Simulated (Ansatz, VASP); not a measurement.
HgTe in VASP and in Ansatz

```
Hg Te
1.0
     0.00000    3.10723    3.10723
     3.10723    0.00000    3.10723
     3.10723    3.10723    0.00000
Hg Te
1 1
Direct
  0.00000 0.00000 0.00000
  0.25000 0.25000 0.25000
```

Alike in both runs: task relaxation of cell and atoms; functional r2SCAN; k mesh 12 × 12 × 12; occupations fermi-dirac, width 0.08 eV; no spin polarisation.

|  | VASP | Ansatz |
| --- | --- | --- |
| version | VASP 6.6.1 | Ansatz 0.2.0 |
| potentials or method | VASP PAW PBE potentials, release 64 (Hg, Te) | PAW with Ansatz's default frozen-core files, scalar-relativistic |
| plane-wave cutoff (eV) | 600 | 500 |
| valence electrons in the cell | 18 | 36 |

Ansatz gave:

* relaxed volume (Å³/atom): 35.46
* relaxed length of the cell vector where the two differ most in proportion (Å): 4.646

Task: Which values does VASP return?

Result: Relaxed volume (Å³/atom): 35.53; relaxed length of the cell vector where the two differ most in proportion (Å): 4.649.

VASP's potentials were made for PBE, not for r2SCAN. VASP's potentials hold 18 valence electrons a cell and Ansatz's 36, so a difference there can come from the potentials and not from the codes.

Neither program's run includes spin-orbit coupling. Noted on VASP's run: the volume moved by over 15 % at a fixed basis, so the end points are rough.
